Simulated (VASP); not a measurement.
Here is a VASP 6.6.1 calculation.

File INCAR:

```
ALGO = Normal
DIPOL = 0.5 0.5 0.405
EDIFF = 1E-6
ENCUT = 520
GGA = PE
IDIPOL = 3
ISIF = 2
ISMEAR = 0
IVDW = 12
LASPH = T
LCHARG = F
LDIPOL = T
LREAL = F
LWAVE = F
NBANDS = 48
NELM = 80
PREC = Accurate
SIGMA = 0.05
```

The input KPOINTS:

```
k-points
0
Gamma
  9 9 1
```

File POSCAR:

```
InSe
1.0
    4.0266104195      0.0000000000      0.0000000000
   -2.0133052098      3.4871469144      0.0000000000
    0.0000000000      0.0000000000     28.2707101099
Se In
4 4
Direct
    0.0000000000      0.0000000000      0.1591753438
    0.0000000000      0.0000000000      0.3496677309
    0.8888888889      0.4444444444      0.4596755796
    0.8888888889      0.4444444444      0.6501679667
    0.6666666667      0.3333333333      0.2049979929
    0.6666666667      0.3333333333      0.3038451626
    0.2222222222      0.1111111111      0.5054982288
    0.2222222222      0.1111111111      0.6043453984
```

Potentials or basis: VASP PAW PBE potentials, release 64 (Se, In_d).

The run is started by

```console
$ cat potpaw_PBE.64/Se/POTCAR potpaw_PBE.64/In_d/POTCAR > POTCAR
$ mpirun -np 1 vasp_std > vasp.out
```

Q: Estimate the band gap on the k mesh.

A: 1.08 eV (least direct gap 1.14 eV).

Q: Estimate the largest force.

A: 0.014 eV/Å.

Forces on the atoms (eV/Å):
```
Se   0.000  0.000 -0.011
Se   0.004  0.002 -0.004
Se  -0.004 -0.002  0.004
Se   0.000  0.000  0.011
In   0.000  0.000  0.011
In   0.009  0.005  0.010
In  -0.009 -0.005 -0.010
In   0.000  0.000 -0.011
```

Caveat: the cell differs from its parent crystal (layers slid over each other); spin-orbit coupling is left out, which moves the levels of the heavy elements.
